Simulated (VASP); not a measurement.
Be27S: single point with PBE

System: Be27S, a slab with vacuum.

```xyz
28
Lattice="6.8700 0.0000 0.0000 3.4350 5.9496 0.0000 0.0000 0.0000 14.5884" Properties=species:S:1:pos:R:3 pbc="T T T"
Be    0.0000    0.0000    1.0000
Be    2.2900    0.0000    1.0000
Be    4.5800    0.0000    1.0000
Be    1.1450    1.9832    1.0000
Be    3.4350    1.9832    1.0000
Be    5.7250    1.9832    1.0000
Be    2.2900    3.9664    1.0000
Be    4.5800    3.9664    1.0000
Be    6.8700    3.9664    1.0000
Be    0.0074    1.3481    2.8710
Be    2.2900    1.3221    2.7454
Be    4.5726    1.3481    2.8710
Be    1.1262    3.2860    2.8710
Be    3.4538    3.2860    2.8710
Be    5.7250    3.3053    2.7394
Be    2.2900    5.2885    2.7828
Be    4.6061    5.2819    2.8710
Be    6.8439    5.2819    2.8710
Be   -0.0192   -0.0111    4.6157
Be    2.2900    0.0548    4.6259
Be    4.5992   -0.0111    4.6157
Be    1.1925    1.9558    4.6259
Be    3.3875    1.9558    4.6259
Be    5.7250    1.9124    4.7065
Be    2.2900    3.9886    4.6157
Be    4.5187    4.0018    4.7065
Be    6.9313    4.0018    4.7065
S     5.7250    3.3053    6.2015
```

```
Program             : VASP 6.6.1
Task                : single point
Functional          : PBE
Potentials or basis : VASP PAW PBE potentials, release 64 (Be, S)
Cutoff              : 520 eV
k mesh              : 4 × 4 × 1
Occupations         : fermi-dirac, width 0.1 eV
Spin                : no spin polarisation
```

| Property | Result |
| --- | --- |
| Largest force | 0.358 eV/Å |
| Band gap on the k mesh | zero (bands 30 and 31 overlap by 0.08 eV) |

Forces in eV/Å, atoms in the order of the input:
```
Be   0.156  0.090 -0.051
Be   0.000 -0.357  0.029
Be  -0.156  0.090 -0.051
Be  -0.309  0.178  0.029
Be   0.309  0.178  0.029
Be   0.000 -0.274  0.006
Be   0.000 -0.181 -0.051
Be  -0.238  0.137  0.006
Be   0.238  0.137  0.006
Be  -0.002 -0.001 -0.002
Be   0.000  0.000  0.001
Be   0.002 -0.001 -0.002
Be   0.000  0.002 -0.002
Be   0.000  0.002 -0.002
Be   0.000  0.000  0.008
Be   0.000  0.000 -0.001
Be  -0.002 -0.001 -0.002
Be   0.002 -0.001 -0.002
Be   0.001  0.000  0.007
Be   0.000 -0.003  0.007
Be  -0.001  0.000  0.007
Be  -0.003  0.002  0.007
Be   0.003  0.002  0.007
Be   0.000  0.009  0.004
Be   0.000 -0.001  0.007
Be   0.008 -0.004  0.004
Be  -0.008 -0.004  0.004
S    0.000  0.000 -0.002
```

Levels at points of the mesh, in eV from the Fermi level:
```tsv
k point	band 27	band 28	band 29	band 30	band 31	band 32	band 33	band 34
(0.00, 0.00, 0.00)	-0.27	-0.23	-0.23	0.06	0.58	0.75	0.93	1.50
(0.50, 0.00, 0.00)	-0.82	-0.58	-0.30	-0.16	-0.02	0.15	0.81	1.69
```

Run time: 2.5 min on 1 thread of Intel(R) Xeon(R) 6975P-C (Granite Rapids), on a shared host, peak memory 0.65 GiB.
